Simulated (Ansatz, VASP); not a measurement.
## In in VASP and in Ansatz

```
In
1.0
    -1.64822    1.69734    2.52498
     1.69734   -1.64822    2.52498
     1.60436    1.60436   -2.49270
In
1
Cartesian
  0.0000 0.0000 0.0000
```

Alike in both runs: task single point; functional PBE; k mesh 11 × 11 × 14; occupations fermi-dirac, width 0.2 eV; no spin polarisation.

```csv
,VASP,Ansatz
version,VASP 6.6.1,Ansatz 0.2.0
potentials or method,"VASP PAW PBE potentials, release 64 (In_d), cutoff 520 eV","plane waves (420 eV) with PAW, scalar-relativistic"
valence electrons in the cell,13,13
```

```csv
,VASP,Ansatz,Ansatz less VASP
pressure (GPa),0.1,0.2,+0.04
"traceless stress, the component that is largest in VASP (GPa)",-0.18,-0.18,-0.001
```
